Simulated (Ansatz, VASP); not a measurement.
**GaSb3 in VASP and in Ansatz**

```
Sb Ga
1.0
     0.00000    3.77969    3.77969
     3.77969    0.00000    3.77969
     3.77969    3.77969    0.00000
Sb Ga
3 1
Direct
  0.50000 0.50000 0.50000
  0.75000 0.75000 0.75000
  0.25000 0.25000 0.25000
  0.00000 0.00000 0.00000
```

Alike in both runs: task single point; functional PBE; k mesh 6 × 6 × 6; occupations fermi-dirac, width 0.05 eV; no spin polarisation.

```csv
,VASP,Ansatz
version,VASP 6.6.1,Ansatz 0.2.0
potentials or method,"VASP PAW PBE potentials, release 64 (Sb, Ga_d)",Ansatz PAW
plane-wave cutoff (eV),520,420
valence electrons in the cell,28,58
```

|  | VASP | Ansatz | Ansatz less VASP |
| --- | --- | --- | --- |
| gap on the k mesh at the Fermi level (eV) | none | none | - |
| pressure (GPa) | -2.3 | -2.2 | +0.08 |

A gap of «none» marks a metal or a gap that the smearing closes. The functional is the same, so the differences come from potentials, cutoffs and numerics. VASP's potentials hold 28 valence electrons a cell and Ansatz's 58, so a difference there can come from the potentials and not from the codes.

Spin-orbit coupling is off throughout.
